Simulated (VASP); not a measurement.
# Zr32CN30 (a cell with a defect) in VASP: notebook, part 2 of 2

VASP 6.6.1.

### 4 Single point, PBE

Input file INCAR:

```
PREC = Accurate
ENCUT = 520
EDIFF = 1E-6
ISMEAR = -1
SIGMA = 0.02
LREAL = Auto
LASPH = T
NELM = 60
ALGO = Normal
ISIF = 2
LWAVE = F
LCHARG = T
GGA = PE
LELF = T
LVHAR = T
NELECT = 536.0
NBANDS = 306
```

Input file KPOINTS:

```
regular mesh
0
Gamma
  1 1 1
```

Input file POSCAR:

```
Zr32CN30
1.0
    9.2200000000      0.0000000000      0.0000000000
    0.0000000000      9.2200000000      0.0000000000
    0.0000000000      0.0000000000      9.2200000000
Zr N C
32 30 1
Direct
    0.4957764642     -0.0050563991      0.0043422993
    0.7497114967      0.2500000000      0.0009507592
    0.7489583514     -0.0016490239      0.2500878525
    0.0049992408     -0.0055201735      0.0049992408
    0.2501561822      0.2500000000      0.0015385033
    0.4957764642      0.5050563991      0.0043422993
    0.7485881779      0.7500000000      0.0020357918
    0.2499733189     -0.0054882863      0.2499733189
    0.4989391540      0.2500000000      0.2502263557
    0.7489583514      0.5016490239      0.2500878525
    0.4965237527     -0.0048610629      0.4965237527
    0.7495750542      0.2500000000      0.4993101952
    0.7495645336     -0.0016116052      0.7495645336
    0.0049992408      0.5055201735      0.0049992408
    0.2502805857      0.7500000000      0.0077431670
    0.0015385033      0.2500000000      0.2501561822
    0.2499733189      0.5054882863      0.2499733189
    0.4969774403      0.7500000000      0.2503590022
    0.0043422993     -0.0050563991      0.4957764642
    0.2502263557      0.2500000000      0.4989391540
    0.4965237527      0.5048610629      0.4965237527
    0.7462747289      0.7500000000      0.4987608460
    0.2500878525     -0.0016490239      0.7489583514
    0.4993101952      0.2500000000      0.7495750542
    0.7495645336      0.5016116052      0.7495645336
    0.0077431670      0.7500000000      0.2502805857
    0.0043422993      0.5050563991      0.4957764642
    0.2503590022      0.7500000000      0.4969774403
    0.0009507592      0.2500000000      0.7497114967
    0.2500878525      0.5016490239      0.7489583514
    0.4987608460      0.7500000000      0.7462747289
    0.0020357918      0.7500000000      0.7485881779
    0.7503040130      0.2500000000      0.2496933839
   -0.0040477223      0.4962127983      0.2505163774
    0.0008456616      0.2500000000      0.4994655098
    0.2495378525      0.2500000000      0.2495378525
    0.5027612798      0.4959787419      0.2496835141
    0.7526031453      0.7500000000      0.2488316703
   -0.0040477223      0.0037872017      0.2505163774
    0.4996275488      0.2500000000      0.4996275488
    0.7511373102      0.4998484816      0.4991677874
   -0.0045180043      0.7500000000      0.5031738612
    0.7501169197      0.2500000000      0.7501169197
    0.0007361171      0.5005920824      0.7501331887
    0.0007139913      0.2500000000      0.0007139913
    0.5027612798      0.0040212581      0.2496835141
    0.2496835141      0.4959787419      0.5027612798
    0.7511373102      0.0001515184      0.4991677874
    0.2496933839      0.2500000000      0.7503040130
    0.4991677874      0.4998484816      0.7511373102
    0.7513841649      0.7500000000      0.7513841649
    0.0007361171     -0.0005920824      0.7501331887
    0.4994655098      0.2500000000      0.0008456616
    0.7501331887      0.5005920824      0.0007361171
   -0.0047934924      0.7500000000     -0.0047934924
    0.2496835141      0.0040212581      0.5027612798
    0.2488316703      0.7500000000      0.7526031453
    0.4991677874      0.0001515184      0.7511373102
    0.2505163774      0.4962127983     -0.0040477223
    0.5031738612      0.7500000000     -0.0045180043
    0.7501331887     -0.0005920824      0.0007361171
    0.2505163774      0.0037872017     -0.0040477223
    0.5009588937      0.7500000000      0.5009588937
```

The run is started by

```
> cat potpaw_PBE.64/Zr_sv/POTCAR potpaw_PBE.64/N/POTCAR potpaw_PBE.64/C/POTCAR > POTCAR
> mpirun -np 1 vasp_gam > vasp.out
```

Run time: 4.9 min. Hardware: 1 thread of Intel Xeon 6975P-C (Granite Rapids), shared host; peak memory 0.73 GiB.

Results (log left out):

```yaml
Free_energy: -662.3095 eV
Largest_force: 0.012 eV/Å
```

Forces in eV/Å, atoms in the order of the input:
```
Zr   0.005  0.002 -0.001
Zr  -0.002  0.000  0.003
Zr  -0.001  0.003 -0.001
Zr   0.003  0.001  0.003
Zr  -0.003  0.000  0.003
Zr   0.005 -0.002 -0.001
Zr   0.001  0.000  0.000
Zr  -0.004 -0.005 -0.004
Zr   0.009  0.000 -0.003
Zr  -0.001 -0.003 -0.001
Zr   0.001 -0.003  0.001
Zr  -0.004  0.000  0.007
Zr  -0.006  0.003 -0.006
Zr   0.003 -0.001  0.003
Zr  -0.004  0.000  0.008
Zr   0.003  0.000 -0.003
Zr  -0.004  0.005 -0.004
Zr  -0.007  0.000 -0.004
Zr  -0.001  0.002  0.005
Zr  -0.003  0.000  0.009
Zr   0.001  0.003  0.001
Zr   0.007  0.000  0.010
Zr  -0.001  0.003 -0.001
Zr   0.007  0.000 -0.004
Zr  -0.006 -0.003 -0.006
Zr   0.008  0.000 -0.004
Zr  -0.001 -0.002  0.005
Zr  -0.004  0.000 -0.007
Zr   0.003  0.000 -0.002
Zr  -0.001 -0.003 -0.001
Zr   0.010  0.000  0.007
Zr   0.000  0.000  0.001
N   -0.004  0.000  0.005
N    0.000  0.003 -0.003
N   -0.003  0.000 -0.002
N    0.005  0.000  0.005
N   -0.003  0.003 -0.004
N    0.001  0.000  0.007
N    0.000 -0.003 -0.003
N   -0.002  0.000 -0.002
N    0.007 -0.001 -0.002
N   -0.002  0.000 -0.002
N    0.004  0.000  0.004
N   -0.003 -0.001  0.008
N   -0.006  0.000 -0.006
N   -0.003 -0.003 -0.004
N   -0.004  0.003 -0.003
N    0.007  0.001 -0.002
N    0.005  0.000 -0.004
N   -0.002 -0.001  0.007
N    0.000  0.000  0.000
N   -0.003  0.001  0.008
N   -0.002  0.000 -0.003
N    0.008 -0.001 -0.003
N   -0.004  0.000 -0.004
N   -0.004 -0.003 -0.003
N    0.007  0.000  0.001
N   -0.002  0.001  0.007
N   -0.003  0.003  0.000
N   -0.002  0.000 -0.002
N    0.008  0.001 -0.003
N   -0.003 -0.003  0.000
C   -0.007  0.000 -0.007
```

Levels at points of the mesh, in eV from the Fermi level:
```csv
k point,band 265,band 266,band 267,band 268,band 269,band 270,band 271,band 272
"(0.00, 0.00, 0.00)",-0.79,-0.46,-0.45,-0.42,0.42,0.45,0.45,0.48
```

Caveat: the k points lie up to 0.68 Å⁻¹ apart; the cell carries a net charge on a neutralising background, which shifts energy and pressure; the cell is charged against a uniform background, so pressure and absolute levels hang on convention.

### 5 Single point, PBE

Input file INCAR:

```
SYSTEM = Zr32CN30
PREC = Accurate
ENCUT = 520
EDIFF = 1E-6
ISMEAR = -1
SIGMA = 0.02
LREAL = Auto
LASPH = .TRUE.
NELM = 60
ALGO = Normal
ISIF = 2
LWAVE = .FALSE.
LCHARG = .FALSE.
GGA = PE
NBANDS = 306
NELECT = 536.0
```

Input file KPOINTS:

```
Automatic mesh
0
G
  1 1 1
  0 0 0
```

Input file POSCAR:

```
Zr32CN30
1.0
    9.2200000000      0.0000000000      0.0000000000
    0.0000000000      9.2200000000      0.0000000000
    0.0000000000      0.0000000000      9.2200000000
Zr N C
32 30 1
Direct
    0.5000891726     -0.0019781039      0.0010418887
    0.7491701255      0.2496774789      0.0002986246
    0.7459136377     -0.0053258066      0.2541372643
    0.0006401214     -0.0018816067      0.0004132717
    0.2508588412      0.2496725041      0.0004740905
    0.5000816902      0.5013430450      0.0010474011
    0.7481661583      0.7496681666      0.0014399824
    0.2536831891     -0.0052620320      0.2534894965
    0.4999522425      0.2496650102      0.2510122734
    0.7459032478      0.5046811727      0.2541488053
    0.5002794079     -0.0058093268      0.5000470066
    0.7486712280      0.2496520587      0.4998277917
    0.7451937142     -0.0058512757      0.7449818609
    0.0006410214      0.5012208022      0.0004074691
    0.2513774768      0.7496700892      0.0036719415
    0.0007023210      0.2496882810      0.2506511035
    0.2537021698      0.5046355277      0.2534976435
    0.4999215884      0.7496906894      0.2530030759
    0.0012288064     -0.0019777152      0.4998804406
    0.2512693162      0.2496492879      0.4997925118
    0.5002592262      0.5052088251      0.5000402973
    0.7424959398      0.7496940481      0.4997001861
    0.2543986214     -0.0053907146      0.7456702998
    0.5000379502      0.2496397494      0.7484061891
    0.7451583345      0.5052125245      0.7449625202
    0.0038639620      0.7496668010      0.2511123414
    0.0012158639      0.5013672092      0.4998836432
    0.2533190026      0.7497132922      0.4997060038
    0.0004997022      0.2496866035      0.7489643917
    0.2544351670      0.5047399190      0.7456418959
    0.4999312336      0.7496885296      0.7422337466
    0.0015876942      0.7496546500      0.7479396223
    0.7493667930      0.2496692081      0.2505261276
   -0.0009786053      0.4995275975      0.2508146017
   -0.0001105463      0.2496683906      0.5002733764
    0.2505967041      0.2496836192      0.2503545993
    0.5005563547      0.4956661609      0.2473036978
    0.7547154862      0.7496739435      0.2468604198
   -0.0009669245     -0.0001773201      0.2508327545
    0.5006386123      0.2496996300      0.5004478538
    0.7542824564      0.4958669181      0.4994297834
   -0.0023304956      0.7496856927      0.5011603674
    0.7495213734      0.2496693161      0.7492955390
   -0.0000130501      0.5002477800      0.7492542845
    0.0000305312      0.2496591063     -0.0001971294
    0.5005557182      0.0036736357      0.2473226221
    0.2474759786      0.4956320427      0.5003178503
    0.7542582841      0.0034407737      0.4994342078
    0.2507216577      0.2496646706      0.7491871300
    0.4996888343      0.4958695318      0.7540981402
    0.7550417037      0.7496751380      0.7548418498
   -0.0000111209     -0.0008959509      0.7492480747
    0.5003832776      0.2496636516     -0.0003448696
    0.7494835087      0.5002658648     -0.0002288007
   -0.0012376315      0.7496565101     -0.0014732584
    0.2474666215      0.0036767494      0.5003226902
    0.2469820707      0.7496711380      0.7545363876
    0.4996998806      0.0034476545      0.7540928990
    0.2510341689      0.4995117904     -0.0011924173
    0.5013332513      0.7496638165     -0.0026650482
    0.7494757731     -0.0009196795     -0.0002272003
    0.2510413694     -0.0001557490     -0.0011981681
    0.2492345907      0.7496898850      0.2490016543
```

The run is started by

```
> cat potpaw_PBE.64/Zr_sv/POTCAR potpaw_PBE.64/N/POTCAR potpaw_PBE.64/C/POTCAR > POTCAR
> mpirun -np 1 vasp_gam > vasp.out
```

It took 8.8 min on 1 thread of Intel Xeon Platinum 8259CL at 2.50GHz (Skylake/Cascade Lake), shared host; peak memory 0.73 GiB.

It converged, with:

| Item | Value |
| --- | --- |
| Free energy | -662.3094 eV |
| Largest force | 0.029 eV/Å |

Forces on the atoms (eV/Å):
```
Zr   0.000  0.000  0.006
Zr   0.004  0.000 -0.003
Zr  -0.003 -0.001  0.000
Zr   0.003 -0.002  0.004
Zr  -0.002  0.000 -0.004
Zr   0.001 -0.003  0.005
Zr   0.001 -0.001 -0.005
Zr  -0.002  0.006 -0.005
Zr   0.000  0.000 -0.001
Zr  -0.004  0.001  0.000
Zr   0.001 -0.003  0.001
Zr  -0.004  0.000  0.001
Zr   0.001  0.001  0.000
Zr   0.003  0.002  0.004
Zr  -0.001  0.000 -0.004
Zr  -0.004 -0.001 -0.003
Zr  -0.004 -0.007 -0.004
Zr  -0.007 -0.001  0.003
Zr   0.003 -0.001  0.002
Zr  -0.006  0.001 -0.002
Zr   0.003 -0.001  0.001
Zr  -0.006 -0.002  0.004
Zr  -0.003  0.003 -0.002
Zr   0.001  0.002  0.002
Zr   0.001 -0.003 -0.001
Zr  -0.001  0.000  0.003
Zr   0.007 -0.004  0.001
Zr  -0.003 -0.004 -0.009
Zr  -0.001 -0.001  0.005
Zr  -0.006 -0.003 -0.001
Zr   0.005 -0.001 -0.005
Zr  -0.001  0.001  0.002
N    0.002  0.001 -0.001
N    0.000 -0.001  0.000
N    0.007  0.002 -0.004
N    0.000  0.000  0.004
N    0.001  0.001 -0.003
N    0.002  0.001 -0.001
N   -0.001  0.002 -0.002
N   -0.001  0.000 -0.003
N   -0.004  0.005  0.003
N   -0.004  0.000 -0.008
N    0.000  0.001  0.001
N    0.000  0.000 -0.001
N   -0.001  0.002  0.002
N    0.001 -0.001 -0.005
N   -0.001  0.005  0.002
N   -0.001 -0.002  0.003
N    0.002  0.001 -0.002
N    0.000  0.003 -0.005
N   -0.002  0.000 -0.002
N    0.001 -0.001 -0.001
N    0.006  0.002  0.006
N   -0.002 -0.002  0.000
N    0.005  0.001  0.005
N    0.001 -0.001  0.002
N    0.004  0.000 -0.001
N   -0.001 -0.002 -0.004
N    0.000  0.000 -0.001
N   -0.004  0.001  0.001
N   -0.002  0.001  0.000
N   -0.001 -0.001  0.000
C    0.019  0.002  0.022
```

Levels at points of the mesh, in eV from the Fermi level:
```tsv
k point	band 266	band 267	band 268	band 269	band 270	band 271
(0.00, 0.00, 0.00)	-0.45	-0.45	-0.42	0.42	0.45	0.45
```

Caveat: the k points lie up to 0.68 Å⁻¹ apart; the cell carries a net charge on a neutralising background, which shifts energy and pressure; the cell is charged against a uniform background, so pressure and absolute levels hang on convention.
